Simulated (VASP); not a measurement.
# SrCl2 (Fm-3m) in VASP: single point with PBE

Aim: the single point of SrCl2 with PBE.

All numbers are computed with VASP 6.6.1; they aren't measurements. Logs are shortened: lines on timing, memory, paths and dates and some standing lists are left out, and cuts for length are marked.

## Step 1: The cell of the first run

It takes space group Fm-3m (No. 225, cubic). Conventional cell: a = 6.971 Å, b = 6.971 Å, c = 6.971 Å, α = 90.00°, β = 90.00°, γ = 90.00°. Sr (site symmetry m-3m) has 8 Cl at 3.02 Å within 4.0 Å. Within 4.0 Å of Cl (site symmetry -43m) lie 4 Sr at 3.02 Å and 6 Cl at 3.49 Å.

## Step 2: Single point, PBE

File INCAR:

```
SYSTEM = SrCl2
ALGO = Normal
EDIFF = 1E-7
ENCUT = 520
GGA = PE
ISIF = 2
ISMEAR = -1
LASPH = .True.
LCHARG = .False.
LREAL = .False.
LWAVE = .False.
NBANDS = 19
NELM = 100
PREC = Accurate
SIGMA = 0.01
```

File KPOINTS:

```
k-points
0
Gamma
  8 8 8
  0 0 0
```

File POSCAR:

```
SrCl2
1.0
    0.0000000000      3.4855000000      3.4855000000
    3.4855000000      0.0000000000      3.4855000000
    3.4855000000      3.4855000000      0.0000000000
Sr Cl
1 2
Direct
    0.0000000000      0.0000000000      0.0000000000
    0.2500000000      0.2500000000      0.2500000000
    0.7500000000      0.7500000000      0.7500000000
```

Potentials or basis: VASP PAW PBE potentials, release 64 (Sr_sv, Cl).

Started as:

```sh
$ cat potpaw_PBE.64/Sr_sv/POTCAR potpaw_PBE.64/Cl/POTCAR > POTCAR
$ mpirun -np 1 vasp_std > vasp.out
```

OUTCAR:

```text
SYSTEM = SrCl2
   EDIFF = 1E-7
   ENCUT = 520
   GGA = PE
   ISIF = 2
   ISMEAR = -1
   LASPH = .True.
   LREAL = .False.
   NELM = 100
   PREC = Accurate

 ion  position               nearest neighbor table
   1  0.000  0.000  0.000-   3 3.02   3 3.02   3 3.02   2 3.02   3 3.02   2 3.02   2 3.02   2 3.02

   2  0.250  0.250  0.250-   1 3.02   1 3.02   1 3.02   1 3.02
   3  0.750  0.750  0.750-   1 3.02   1 3.02   1 3.02   1 3.02

  LATTYP: Found a face centered cubic cell.
 ALAT       =     6.9710000000

  Lattice vectors:

 A1 = (   0.0000000000,   3.4855000000,   3.4855000000)
 A2 = (   3.4855000000,   0.0000000000,   3.4855000000)
 A3 = (   3.4855000000,   3.4855000000,   0.0000000000)

Analysis of symmetry for initial positions (statically):
=====================================================================
 Subroutine PRICEL returns:
 Original cell was already a primitive cell.

 Routine SETGRP: Setting up the symmetry group for a
 face centered cubic supercell.

 Subroutine GETGRP returns: Found 48 space group operations
 (whereof 48 operations were pure point group operations)
 out of a pool of 48 trial point group operations.

The static configuration has the point symmetry O_h .

Analysis of symmetry for dynamics (positions and initial velocities):
=====================================================================
 Subroutine PRICEL returns:
 Original cell was already a primitive cell.

 Routine SETGRP: Setting up the symmetry group for a
 face centered cubic supercell.

 Subroutine GETGRP returns: Found 48 space group operations
 (whereof 48 operations were pure point group operations)
 out of a pool of 48 trial point group operations.

The dynamic configuration has the point symmetry O_h .

 Subroutine INISYM returns: Found 48 space group operations
 (whereof 48 operations are pure point group operations),
 and found     1 'primitive' translations

----------------------------------------------------------------------------------------

                                     Primitive cell

  volume of cell :      84.6887

  direct lattice vectors                    reciprocal lattice vectors
     0.000000000  3.485500000  3.485500000    -0.143451442  0.143451442  0.143451442
     3.485500000  0.000000000  3.485500000     0.143451442 -0.143451442  0.143451442
     3.485500000  3.485500000  0.000000000     0.143451442  0.143451442 -0.143451442

  length of vectors
     4.929241372  4.929241372  4.929241372     0.248465185  0.248465185  0.248465185

  position of ions in fractional coordinates (direct lattice)
     0.000000000  0.000000000  0.000000000
     0.250000000  0.250000000  0.250000000
     0.750000000  0.750000000  0.750000000

  ion indices of the primitive-cell ions
   primitive index   ion index
                 1           1
                 2           2
                 3           3

----------------------------------------------------------------------------------------

 KPOINTS: k-points

Automatic generation of k-mesh.
 Grid dimensions read from file:
 generate k-points for:    8    8    8

 Generating k-lattice:

  Cartesian coordinates                     Fractional coordinates (reciprocal lattice)
    -0.017931430  0.017931430  0.017931430     0.125000000  0.000000000  0.000000000
     0.017931430 -0.017931430  0.017931430     0.000000000  0.125000000  0.000000000
     0.017931430  0.017931430 -0.017931430     0.000000000  0.000000000  0.125000000

  Length of vectors
     0.031058148  0.031058148  0.031058148

  Shift w.r.t. Gamma in fractional coordinates (k-lattice)
     0.000000000  0.000000000  0.000000000

 Subroutine IBZKPT returns following result:
 ===========================================

 Found     29 irreducible k-points:

 Following reciprocal coordinates:
            Coordinates               Weight
  0.000000  0.000000  0.000000      1.000000
  0.125000  0.000000  0.000000      8.000000
  0.250000  0.000000  0.000000      8.000000
  0.375000  0.000000  0.000000      8.000000
  0.500000  0.000000  0.000000      4.000000
  0.125000  0.125000  0.000000      6.000000
[... 16 lines left out ...]
  0.500000  0.250000  0.125000     48.000000
 -0.375000  0.250000  0.125000     24.000000
 [... further k-points ...]
   k-points           NKPTS =     29   k-points in BZ     NKDIM =     29   number of bands    NBANDS=     19
   number of dos      NEDOS =    301   number of ions     NIONS =      3
   total plane-waves  NPLWV =  64000
   dimension x,y,z NGX =    40 NGY =   40 NGZ =   40
   dimension x,y,z NGXF=    80 NGYF=   80 NGZF=   80
   ions per type =               1   2
   NGX,Y,Z   is equivalent  to a cutoff of  13.49, 13.49, 13.49 a.u.
   NGXF,Y,Z  is equivalent  to a cutoff of  26.98, 26.98, 26.98 a.u.
 SYSTEM =  SrCl2
   PREC   = accura    normal or accurate (medium, high low for compatibility)
   ISTART =      0    job   : 0-new  1-cont  2-samecut
   ICHARG =      2    charge: 1-file 2-atom 10-const
   ISPIN  =      1    spin polarized calculation?
   LNONCOLLINEAR =      F non collinear calculations
   LSORBIT =      F    spin-orbit coupling
   LASPH  =      T    aspherical Exc in radial PAW
   ENCUT  =  520.0 eV  38.22 Ry    6.18 a.u.   9.17  9.17  9.17*2*pi/ulx,y,z
   NELM   =    100;   NELMIN=  2; NELMDL= -5     # of ELM steps
   EDIFF  = 0.1E-06   stopping-criterion for ELM
   LREAL  =      F    real-space projection
   EDIFFG = 0.1E-05   stopping-criterion for IOM
   NSW    =      0    number of steps for IOM
   IBRION =     -1    ionic relax: 0-MD 1-quasi-New 2-CG
   NFREE  =      0    steps in history (QN), initial steepest desc. (CG)
   ISIF   =      2    stress and relaxation
   ISYM   =      2    0-nonsym 1-usesym 2-fastsym
   POTIM  = 0.5000    time-step for ionic-motion
   TEBEG  =    0.0;   TEEND  =   0.0 temperature during run
   PSTRESS=    0.0 pullay stress
   NELECT =      24.0000    total number of electrons
   NUPDOWN=      -1.0000    fix difference up-down
   EMIN   =  10.00;   EMAX   =-10.00  energy-range for DOS
   EFERMI =   0.00;   METHOD = LEGACY
   ISMEAR =    -1;   SIGMA  =   0.01  broadening in eV -4-tet -1-fermi 0-gaus
   EFERMI_NEDOS =   21; number of points for ismear=-14 and -15
   IALGO  =     38    algorithm
   IMIX   =      4    mixing-type and parameters
     AMIX     =   0.40;   BMIX     =  1.00
     AMIX_MAG =   1.60;   BMIX_MAG =  1.00
  volume/ion in A,a.u.               =      28.23       190.50
  Fermi-wavevector in a.u.,A,eV,Ry     =   1.075318  2.032056 15.732530  1.156308
  Thomas-Fermi vector in A             =   2.211171
   LORBIT       =      0    0 simple, 1 ext, 2 COOP (PROOUT), +10 PAW based schemes
   GGA     = PE    functional components
   LHFCALC =     F    Hartree Fock is set to
   AEXX    =    0.0000 exact exchange contribution
   IVDW    =     0    specifies the selected vdW correction
   LEPSILON=     F    determine dielectric tensor
   LRPA    =     F    only Hartree local field effects (RPA)
 non-spin polarized calculation
  energy-cutoff  :      520.00
  volume of cell :       84.69
 maximum number of plane-waves:      2292
 NGX is ok and might be reduce to    40
   NGX = 19   NGY = 19   NGZ = 19

 number of electron      24.0000003 magnetization

 Free energy of the ion-electron system (eV)
  ---------------------------------------------------
  ext. energy  EPLUGINS =         0.00000000
  ---------------------------------------------------
  free energy    TOTEN  =       -12.78080367 eV

  energy without entropy =      -12.78080367  energy(sigma->0) =      -12.78080367

 E-fermi :   0.4127     XC(G=0):  -8.2935

 val. band max:        0.1687310161   @ k =   0.5000   0.5000   0.0000
 cond. band min:       5.5164291333   @ k =   0.0000   0.0000   0.0000
 fundamental gap:      5.3476981171
 Fermi energy:         0.4126521538

 k-point     1 :       0.0000    0.0000    0.0000
  band No.  band energies     occupation
      1     -32.7101      2.00000
      2     -14.7029      2.00000
      3     -14.7029      2.00000
      4     -14.7029      2.00000
      5     -13.1442      2.00000
      6     -12.2892      2.00000
[... 11 lines left out ...]
     18       9.2083      0.00000
     19       9.4976      0.00000

 k-point     2 :       0.1250    0.0000    0.0000
  band No.  band energies     occupation
      1     -32.7097      2.00000
      2     -14.7572      2.00000
      3     -14.7049      2.00000
      4     -14.7049      2.00000
      5     -13.0523      2.00000
      6     -12.3239      2.00000
[... 11 lines left out ...]
     18       9.0028      0.00000
     19       9.8377      0.00000

 k-point     3 :       0.2500    0.0000    0.0000
  band No.  band energies     occupation
      1     -32.7085      2.00000
      2     -14.8675      2.00000
      3     -14.7099      2.00000
      4     -14.7099      2.00000
      5     -12.8651      2.00000
      6     -12.3890      2.00000
[... 11 lines left out ...]
     18       8.8061      0.00000
     19       9.7960      0.00000

 k-point     4 :       0.3750    0.0000    0.0000
  band No.  band energies     occupation
      1     -32.7074      2.00000
      2     -14.9577      2.00000
      3     -14.7148      2.00000
      4     -14.7148      2.00000
      5     -12.7550      2.00000
      6     -12.3908      2.00000
[... 11 lines left out ...]
     18       8.7681      0.00000
     19       8.9983      0.00000

 k-point     5 :       0.5000    0.0000    0.0000
  band No.  band energies     occupation
      1     -32.7069      2.00000
      2     -14.9909      2.00000
      3     -14.7168      2.00000
      4     -14.7168      2.00000
      5     -12.7436      2.00000
      6     -12.3597      2.00000
[... 11 lines left out ...]
     18       8.7998      0.00000
     19       8.9664      0.00000

 k-point     6 :       0.1250    0.1250    0.0000
  band No.  band energies     occupation
      1     -32.7095      2.00000
      2     -14.7705      2.00000
      3     -14.7078      2.00000
      4     -14.7078      2.00000
      5     -13.0203      2.00000
      6     -12.3367      2.00000
[... 11 lines left out ...]
     18       8.9726      0.00000
     19       9.3003      0.00000

 k-point     7 :       0.2500    0.1250    0.0000
  band No.  band energies     occupation
      1     -32.7086      2.00000
      2     -14.8535      2.00000
      3     -14.7174      2.00000
      4     -14.7133      2.00000
      5     -12.8591      2.00000
      6     -12.3974      2.00000
[... 11 lines left out ...]
     18       8.9691      0.00000
     19       9.4699      0.00000

 k-point     8 :       0.3750    0.1250    0.0000
  band No.  band energies     occupation
      1     -32.7075      2.00000
      2     -14.9349      2.00000
      3     -14.7363      2.00000
      4     -14.7182      2.00000
      5     -12.7157      2.00000
      6     -12.4268      2.00000
[... 256 lines left out ...]
 k-point    20 :      -0.3750    0.3750    0.0000
  band No.  band energies     occupation
      1     -32.7059      2.00000
      2     -14.9734      2.00000
      3     -14.8282      2.00000
      4     -14.7300      2.00000
      5     -12.5457      2.00000
      6     -12.4240      2.00000
[... 11 lines left out ...]
     18       9.5203      0.00000
     19      10.1374      0.00000

 k-point    21 :       0.5000    0.5000    0.0000
  band No.  band energies     occupation
      1     -32.7058      2.00000
      2     -15.0534      2.00000
      3     -14.7362      2.00000
      4     -14.7362      2.00000
      5     -12.5943      2.00000
      6     -12.3780      2.00000
[... 11 lines left out ...]
     18       8.8489      0.00000
     19      10.1099      0.00000

 k-point    22 :       0.3750    0.2500    0.1250
  band No.  band energies     occupation
      1     -32.7077      2.00000
      2     -14.9101      2.00000
      3     -14.7474      2.00000
      4     -14.7164      2.00000
      5     -12.7075      2.00000
      6     -12.4516      2.00000
[... 11 lines left out ...]
     18       8.7357      0.00000
     19       9.6995      0.00000

 k-point    23 :       0.5000    0.2500    0.1250
  band No.  band energies     occupation
      1     -32.7068      2.00000
      2     -14.9434      2.00000
      3     -14.7922      2.00000
      4     -14.7218      2.00000
      5     -12.6083      2.00000
      6     -12.4547      2.00000
[... 11 lines left out ...]
     18       8.8760      0.00000
     19       9.8188      0.00000

 k-point    24 :      -0.3750    0.2500    0.1250
  band No.  band energies     occupation
      1     -32.7064      2.00000
      2     -14.9505      2.00000
      3     -14.8157      2.00000
      4     -14.7243      2.00000
      5     -12.6054      2.00000
      6     -12.4178      2.00000
[... 11 lines left out ...]
     18       9.1446      0.00000
     19       9.5576      0.00000

 [... further k-points ...]

------------------------ aborting loop because EDIFF is reached ----------------------------------------

  FORCE on cell =-STRESS in cart. coord.  units (eV):
  Direction    XX          YY          ZZ          XY          YZ          ZX
  --------------------------------------------------------------------------------------
  -------------------------------------------------------------------------------------
  Total        0.6186292      0.6186292      0.6186292      0.0000000      0.0000000      0.0000000
  in kB       11.7034986     11.7034986     11.7034986      0.0000000      0.0000000      0.0000000
  external PRESSURE =      11.7034986 kB  Pullay stress =       0.0000000 kB

 VOLUME and BASIS-vectors are now :
 -----------------------------------------------------------------------------
  energy-cutoff  :      520.00
  volume of cell :       84.69
      direct lattice vectors                 reciprocal lattice vectors
     0.000000000  3.485500000  3.485500000    -0.143451442  0.143451442  0.143451442
     3.485500000  0.000000000  3.485500000     0.143451442 -0.143451442  0.143451442
     3.485500000  3.485500000  0.000000000     0.143451442  0.143451442 -0.143451442

 POSITION                                       TOTAL-FORCE (eV/Angst)
 -----------------------------------------------------------------------------------
      0.00000      0.00000      0.00000        -0.000000     -0.000000     -0.000000
      1.74275      1.74275      1.74275        -0.000000     -0.000000      0.000000
      5.22825      5.22825      5.22825         0.000000      0.000000     -0.000000
 -----------------------------------------------------------------------------------
    total drift:                               -0.000000     -0.000000      0.000000

  FREE ENERGIE OF THE ION-ELECTRON SYSTEM (eV)
  ---------------------------------------------------
  free  energy   TOTEN  =       -12.7808036654 eV

  energy  without entropy=      -12.7808036654  energy(sigma->0) =      -12.78080367
```

Wall time 1.7 min (1 thread of Intel Xeon 8259CL, shared host); peak memory 0.25 GiB.

What came out:

| Quantity | Value |
| --- | --- |
| Free energy | -12.7808 eV |
| Pressure | 1.2 GPa |
| Band gap on the k mesh | 5.35 eV, indirect (least direct gap 5.50 eV) |

A k mesh can miss the band edges.
